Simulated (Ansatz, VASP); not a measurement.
# GaN: VASP beside Ansatz

```xyz
8
Lattice="-3.1516 0.0000 0.0000 0.0000 0.0000 -5.1382 0.0000 -5.4587 0.0000" Properties=species:S:1:pos:R:3 pbc="T T T"
Ga   -1.5758   -0.9098   -0.0073
Ga    0.0000   -3.6391   -0.0073
Ga    0.0000   -1.8196   -2.5764
Ga   -1.5758   -4.5489   -2.5764
N    -1.5758   -0.9098   -3.1896
N     0.0000   -3.6391   -3.1896
N     0.0000   -1.8196   -0.6205
N    -1.5758   -4.5489   -0.6205
```

Change from the starting cell: mode 11 frozen in at +0.000 Å and mode 13 at +0.018 Å (largest displacements).

Alike in both runs: task single point; functional LDA; k mesh 8 × 6 × 6; occupations gaussian, width 0.05 eV; no spin polarisation.

|  | VASP | Ansatz |
| --- | --- | --- |
| version | VASP 6.6.1 | Ansatz 0.2.0 |
| potentials or method | VASP PAW LDA potentials, release 64 (Ga_d, N), cutoff 520 eV | scalar-relativistic, plane waves, PAW |
| valence electrons in the cell | 72 | 72 |

VASP gave:

- gap on the k mesh at the Fermi level (eV): 2.16
- least direct gap on the mesh (eV): 2.16
- pressure (GPa): 1.3
- traceless stress, the component that is largest in VASP (GPa): -1.73
- rms of the force components (eV/Å): 0.151

Question: Which values does Ansatz return?

Answer: gap on the k mesh at the Fermi level (eV): 2.15; least direct gap on the mesh (eV): 2.15; pressure (GPa): 0.1; traceless stress, the component that is largest in VASP (GPa): -1.63; rms of the force components (eV/Å): 0.148.

Ansatz warns that its potentials were made for another functional, while VASP's fit it. LDA's correlation is that of Perdew and Zunger in VASP and of Perdew and Wang (1992) in Ansatz. Atom by atom the forces differ by 0.004 eV/Å (rms over components).
